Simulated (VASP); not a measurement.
Here is a VASP 6.6.1 calculation.

Contents of INCAR:

```
  ALGO = Normal
  EDIFF = 1E-6
  ENCUT = 520
  GGA = CA
  ISIF = 2
  ISMEAR = -1
  LASPH = T
  LCHARG = T
  LELF = T
  LREAL = F
  LVHAR = T
  LWAVE = F
  NBANDS = 15
  NELM = 100
  PREC = Accurate
  SIGMA = 0.05
```

The input KPOINTS:

```
k-points
0
Gamma
  20 20 12
```

The input POSCAR:

```
Os
1.0
    2.6872082119      0.0000000000      0.0000000000
   -1.3436041059      2.3271905767      0.0000000000
    0.0000000000      0.0000000000      4.2465684106
Os
2
Direct
    0.3333333333      0.6666666667      0.2500000000
    0.6666666667      0.3333333333      0.7500000000
```

Potentials or basis: VASP PAW LDA potentials, release 64 (Os).

The run is started by

```bash
$ cat potpaw_LDA.64/Os/POTCAR > POTCAR
$ mpirun -np 1 vasp_std > vasp.out
```

Task: Estimate the pressure.

Result: 16.4 GPa.

Task: Predict the band gap on the k mesh.

Result: Zero (bands 8 and 9 overlap by 4.29 eV).

Stress tensor (GPa, compression positive):
```
16.45  0.00  0.00
 0.00 16.45  0.00
 0.00  0.00 16.31
```

Caveat: the cell stands under pressure; spin-orbit coupling is left out, which moves the levels of the heavy elements.
